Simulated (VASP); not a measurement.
# Pb2CO2 (I4/mmm) in VASP: single point with PBE

Aim: the single point of Pb2CO2 with PBE.

Program: VASP 6.6.1. These are calculated values, not measurements. Logs are shortened: lines on timing, memory, paths and dates and some standing lists are left out, and cuts for length are marked.

## Step 1: The cell of the first run

It takes space group I4/mmm (No. 139, tetragonal). The conventional cell has a = 3.805 Å, b = 3.805 Å, c = 12.444 Å, α = 90.00°, β = 90.00°, γ = 90.00°. Pb (site symmetry 4mm) has 4 O at 2.30 Å within 3.0 Å. Within 3.0 Å of O (site symmetry -4m2) lie 4 Pb at 2.30 Å and 4 O at 2.69 Å. Within 4.3 Å of C (site symmetry 4/mmm) lie 8 Pb at 3.24 Å and 8 O at 3.65 Å and 4 C at 3.81 Å.

## Step 2: Single point, PBE

The input, INCAR:

```
SYSTEM = Pb2CO2
  PREC = Accurate
  ENCUT = 520
  EDIFF = 1E-6
  ISMEAR = -1
  SIGMA = 0.1
  LREAL = .FALSE.
  LASPH = .TRUE.
  NELM = 80
  ALGO = Normal
  ISIF = 2
  LWAVE = .FALSE.
  LCHARG = .FALSE.
  GGA = PE
  NBANDS = 30
```

The input, KPOINTS:

```
Automatic mesh
0
G
  7 7 7
  0 0 0
```

The input, POSCAR:

```
Pb2CO2
1.0
    0.0000000000      3.8052596482      0.0000001567
    3.8052596482      0.0000000000      0.0000001567
    1.9026300804      1.9026300804     -6.2221979475
Pb O C
2 2 1
Direct
    0.1456529169      0.1456529169      0.7086941662
    0.8543470831      0.8543470831      0.2913058338
    0.7500000000      0.2500000000      0.5000000000
    0.2500000000      0.7500000000      0.5000000000
    0.5000000000      0.5000000000      0.0000000000
```

Potentials or basis: VASP PAW PBE potentials, release 64 (Pb_d, O, C).

Command:

```
$ cat potpaw_PBE.64/Pb_d/POTCAR potpaw_PBE.64/O/POTCAR potpaw_PBE.64/C/POTCAR > POTCAR
$ mpirun -np 1 vasp_std > vasp.out
```

OUTCAR:

```text
SYSTEM = Pb2CO2
   PREC = Accurate
   ENCUT = 520
   EDIFF = 1E-6
   ISMEAR = -1
   LREAL = .FALSE.
   LASPH = .TRUE.
   NELM = 80
   ISIF = 2
   GGA = PE

 ion  position               nearest neighbor table
   1  0.146  0.146  0.709-   3 2.30   4 2.30   3 2.30   4 2.30   2 3.63   2 3.74   2 3.74   2 3.74
                             2 3.74
   2  0.854  0.854  0.291-   3 2.30   4 2.30   3 2.30   4 2.30   1 3.63   1 3.74   1 3.74   1 3.74
                             1 3.74
   3  0.750  0.250  0.500-   2 2.30   1 2.30   2 2.30   1 2.30
   4  0.250  0.750  0.500-   2 2.30   1 2.30   2 2.30   1 2.30
   5  0.500  0.500  0.000-

  LATTYP: Found a body centered tetragonal cell.
 ALAT       =     3.8052596482
 C/A-ratio  =     3.2703146063

  Lattice vectors:

 A1 = (  -1.9026300804,   1.9026295678,   6.2221981042)
 A2 = (   1.9026295678,  -1.9026300804,   6.2221981042)
 A3 = (   1.9026300804,   1.9026300804,  -6.2221979475)

Analysis of symmetry for initial positions (statically):
=====================================================================
 Subroutine PRICEL returns:
 Original cell was already a primitive cell.

 Routine SETGRP: Setting up the symmetry group for a
 body centered tetragonal supercell.

 Subroutine GETGRP returns: Found 16 space group operations
 (whereof 16 operations were pure point group operations)
 out of a pool of 16 trial point group operations.

The static configuration has the point symmetry D_4h.

Analysis of symmetry for dynamics (positions and initial velocities):
=====================================================================
 Subroutine PRICEL returns:
 Original cell was already a primitive cell.

 Routine SETGRP: Setting up the symmetry group for a
 body centered tetragonal supercell.

 Subroutine GETGRP returns: Found 16 space group operations
 (whereof 16 operations were pure point group operations)
 out of a pool of 16 trial point group operations.

The dynamic configuration has the point symmetry D_4h.

 Subroutine INISYM returns: Found 16 space group operations
 (whereof 16 operations are pure point group operations),
 and found     1 'primitive' translations

----------------------------------------------------------------------------------------

                                     Primitive cell

  volume of cell :      90.0974

  direct lattice vectors                    reciprocal lattice vectors
     0.000000000  3.805259648  0.000000157    -0.000000003  0.262794153  0.080357465
     3.805259648  0.000000000  0.000000157     0.262794153 -0.000000003  0.080357465
     1.902630080  1.902630080 -6.222197947     0.000000007  0.000000007 -0.160714909

  length of vectors
     3.805259648  3.805259648  6.779067026     0.274805548  0.274805548  0.160714909

  position of ions in fractional coordinates (direct lattice)
     0.145652917  0.145652917  0.708694166
     0.854347083  0.854347083  0.291305834
     0.750000000  0.250000000  0.500000000
     0.250000000  0.750000000  0.500000000
     0.500000000  0.500000000  0.000000000

  ion indices of the primitive-cell ions
   primitive index   ion index
                 1           1
                 2           2
                 3           3
                 4           4
                 5           5

----------------------------------------------------------------------------------------

 KPOINTS: Automatic mesh

Automatic generation of k-mesh.
 Grid dimensions read from file:
 generate k-points for:    7    7    7

 Generating k-lattice:

  Cartesian coordinates                     Fractional coordinates (reciprocal lattice)
    -0.000000000  0.037542022  0.011479638     0.142857143  0.000000000  0.000000000
     0.037542022 -0.000000000  0.011479638     0.000000000  0.142857143  0.000000000
     0.000000001  0.000000001 -0.022959273    -0.000000000 -0.000000000  0.142857143

  Length of vectors
     0.039257935  0.039257935  0.022959273

  Shift w.r.t. Gamma in fractional coordinates (k-lattice)
     0.000000000  0.000000000  0.000000000

 Subroutine IBZKPT returns following result:
 ===========================================

 Found     40 irreducible k-points:

 Following reciprocal coordinates:
            Coordinates               Weight
  0.000000  0.000000  0.000000      1.000000
  0.142857 -0.000000  0.000000      8.000000
  0.285714  0.000000  0.000000      8.000000
  0.428571 -0.000000  0.000000      8.000000
  0.142857  0.142857  0.000000      8.000000
  0.285714  0.142857  0.000000     16.000000
[... 16 lines left out ...]
  0.285714  0.285714  0.142857      8.000000
  0.428571  0.285714  0.142857     16.000000
 [... further k-points ...]
   k-points           NKPTS =     40   k-points in BZ     NKDIM =     40   number of bands    NBANDS=     30
   number of dos      NEDOS =    301   number of ions     NIONS =      5
   total plane-waves  NPLWV =  39200
   dimension x,y,z NGX =    28 NGY =   28 NGZ =   50
   dimension x,y,z NGXF=    56 NGYF=   56 NGZF=  100
   ions per type =               2   2   1
   NGX,Y,Z   is equivalent  to a cutoff of  12.23, 12.23, 12.26 a.u.
   NGXF,Y,Z  is equivalent  to a cutoff of  24.47, 24.47, 24.52 a.u.
 SYSTEM =  Pb2CO2
   PREC   = accura    normal or accurate (medium, high low for compatibility)
   ISTART =      0    job   : 0-new  1-cont  2-samecut
   ICHARG =      2    charge: 1-file 2-atom 10-const
   ISPIN  =      1    spin polarized calculation?
   LNONCOLLINEAR =      F non collinear calculations
   LSORBIT =      F    spin-orbit coupling
   LASPH  =      T    aspherical Exc in radial PAW
   ENCUT  =  520.0 eV  38.22 Ry    6.18 a.u.   7.08  7.08 12.60*2*pi/ulx,y,z
   NELM   =     80;   NELMIN=  2; NELMDL= -5     # of ELM steps
   EDIFF  = 0.1E-05   stopping-criterion for ELM
   LREAL  =      F    real-space projection
   EDIFFG = 0.1E-04   stopping-criterion for IOM
   NSW    =      0    number of steps for IOM
   IBRION =     -1    ionic relax: 0-MD 1-quasi-New 2-CG
   NFREE  =      0    steps in history (QN), initial steepest desc. (CG)
   ISIF   =      2    stress and relaxation
   ISYM   =      2    0-nonsym 1-usesym 2-fastsym
   POTIM  = 0.5000    time-step for ionic-motion
   TEBEG  =    0.0;   TEEND  =   0.0 temperature during run
   PSTRESS=    0.0 pullay stress
   NELECT =      44.0000    total number of electrons
   NUPDOWN=      -1.0000    fix difference up-down
   EMIN   =  10.00;   EMAX   =-10.00  energy-range for DOS
   EFERMI =   0.00;   METHOD = LEGACY
   ISMEAR =    -1;   SIGMA  =   0.10  broadening in eV -4-tet -1-fermi 0-gaus
   EFERMI_NEDOS =   21; number of points for ismear=-14 and -15
   IALGO  =     38    algorithm
   IMIX   =      4    mixing-type and parameters
     AMIX     =   0.40;   BMIX     =  1.00
     AMIX_MAG =   1.60;   BMIX_MAG =  1.00
  volume/ion in A,a.u.               =      18.02       121.60
  Fermi-wavevector in a.u.,A,eV,Ry     =   1.289204  2.436242 22.613515  1.662046
  Thomas-Fermi vector in A             =   2.421111
   LORBIT       =      0    0 simple, 1 ext, 2 COOP (PROOUT), +10 PAW based schemes
   GGA     = PE    functional components
   LHFCALC =     F    Hartree Fock is set to
   AEXX    =    0.0000 exact exchange contribution
   IVDW    =     0    specifies the selected vdW correction
   LEPSILON=     F    determine dielectric tensor
   LRPA    =     F    only Hartree local field effects (RPA)
 non-spin polarized calculation
  energy-cutoff  :      520.00
  volume of cell :       90.10
 maximum number of plane-waves:      2442
   NGX = 15   NGY = 15   NGZ = 25

 number of electron      43.9999998 magnetization

 Free energy of the ion-electron system (eV)
  ---------------------------------------------------
  ext. energy  EPLUGINS =         0.00000000
  ---------------------------------------------------
  free energy    TOTEN  =       -23.45236106 eV

  energy without entropy =      -23.30168806  energy(sigma->0) =      -23.37702456

 E-fermi :   4.5710     XC(G=0): -10.0861

 val. band max:        4.5599170173   @ k =  -0.1429  -0.1429   0.2857
 cond. band min:       4.5833292197   @ k =   0.4286   0.4286   0.1429
 fundamental gap:      0.0234122024
 Fermi energy:         4.5709507105

 k-point     1 :       0.0000    0.0000    0.0000
  band No.  band energies     occupation
      1     -13.9093      2.00000
      2     -13.0730      2.00000
      3     -11.3460      2.00000
      4     -11.2808      2.00000
      5     -11.2808      2.00000
      6     -11.2050      2.00000
[... 22 lines left out ...]
     29      12.4208      0.00000
     30      12.4208      0.00000

 k-point     2 :       0.1429   -0.0000    0.0000
  band No.  band energies     occupation
      1     -13.8586      2.00000
      2     -13.1092      2.00000
      3     -11.3254      2.00000
      4     -11.2846      2.00000
      5     -11.2785      2.00000
      6     -11.2108      2.00000
[... 22 lines left out ...]
     29      11.8096      0.00000
     30      12.5101      0.00000

 k-point     3 :       0.2857    0.0000    0.0000
  band No.  band energies     occupation
      1     -13.7266      2.00000
      2     -13.2154      2.00000
      3     -11.2914      2.00000
      4     -11.2833      2.00000
      5     -11.2724      2.00000
      6     -11.2120      2.00000
[... 22 lines left out ...]
     29      11.5317      0.00000
     30      12.5693      0.00000

 k-point     4 :       0.4286   -0.0000    0.0000
  band No.  band energies     occupation
      1     -13.5538      2.00000
      2     -13.3738      2.00000
      3     -11.2881      2.00000
      4     -11.2711      2.00000
      5     -11.2636      2.00000
      6     -11.2394      2.00000
[... 616 lines left out ...]
     29      11.6478      0.00000
     30      12.5088      0.00000

 k-point    23 :       0.2857    0.2857    0.1429
  band No.  band energies     occupation
      1     -13.6150      2.00000
      2     -13.3037      2.00000
      3     -11.2592      2.00000
      4     -11.2299      2.00000
      5     -11.2167      2.00000
      6     -11.2119      2.00000
[... 22 lines left out ...]
     29      11.6219      0.00000
     30      12.5660      0.00000

 k-point    24 :       0.4286    0.2857    0.1429
  band No.  band energies     occupation
      1     -13.5115      2.00000
      2     -13.4022      2.00000
      3     -11.2540      2.00000
      4     -11.2351      2.00000
      5     -11.2018      2.00000
      6     -11.1874      2.00000
[... 22 lines left out ...]
     29      11.3751      0.00000
     30      13.1265      0.00000

 [... further k-points ...]

------------------------ aborting loop because EDIFF is reached ----------------------------------------

  FORCE on cell =-STRESS in cart. coord.  units (eV):
  Direction    XX          YY          ZZ          XY          YZ          ZX
  --------------------------------------------------------------------------------------
  -------------------------------------------------------------------------------------
  Total        0.0531312      0.0531312      0.0482923      0.0000000      0.0000000      0.0000000
  in kB        0.9448172      0.9448172      0.8587688      0.0000000      0.0000000      0.0000000
  external PRESSURE =       0.9161344 kB  Pullay stress =       0.0000000 kB

 VOLUME and BASIS-vectors are now :
 -----------------------------------------------------------------------------
  energy-cutoff  :      520.00
  volume of cell :       90.10
      direct lattice vectors                 reciprocal lattice vectors
     0.000000000  3.805259648  0.000000157    -0.000000003  0.262794153  0.080357465
     3.805259648  0.000000000  0.000000157     0.262794153 -0.000000003  0.080357465
     1.902630080  1.902630080 -6.222197947     0.000000007  0.000000007 -0.160714909

 POSITION                                       TOTAL-FORCE (eV/Angst)
 -----------------------------------------------------------------------------------
      1.90263      1.90263     -4.40964         0.000000      0.000000     -0.039486
      3.80526      3.80526     -1.81256        -0.000000     -0.000000      0.039486
      1.90263      3.80526     -3.11110        -0.000000     -0.000000     -0.000000
      3.80526      1.90263     -3.11110         0.000000      0.000000     -0.000000
      1.90263      1.90263      0.00000        -0.000000      0.000000     -0.000000
 -----------------------------------------------------------------------------------
    total drift:                                0.000000      0.000000     -0.000000

  FREE ENERGIE OF THE ION-ELECTRON SYSTEM (eV)
  ---------------------------------------------------
  free  energy   TOTEN  =       -23.4523610636 eV

  energy  without entropy=      -23.3016880598  energy(sigma->0) =      -23.37702456
```

Wall time 92 s (1 thread of Intel Xeon Platinum 8375C at 2.90GHz (Ice Lake), shared host); peak memory 0.24 GiB.

What came out:

- Free energy: -23.4524 eV
- Pressure: 0.1 GPa
- Largest force: 0.039 eV/Å
- Band gap on the k mesh: zero (band 22 reaches 4.99 eV, above the bottom of band 23 at 3.95 eV)

Forces on the atoms (eV/Å):
```
Pb   0.000  0.000 -0.039
Pb   0.000  0.000  0.039
O    0.000  0.000  0.000
O    0.000  0.000  0.000
C    0.000  0.000  0.000
```

Levels at points of the mesh, in eV from the Fermi level:
```csv
k point,band 20,band 21,band 22,band 23,band 24,band 25
"(0.00, 0.00, 0.00)",-1.20,-0.68,0.15,0.15,0.98,3.03
```

Caveat: spin-orbit coupling is left out, which moves the levels of the heavy elements.
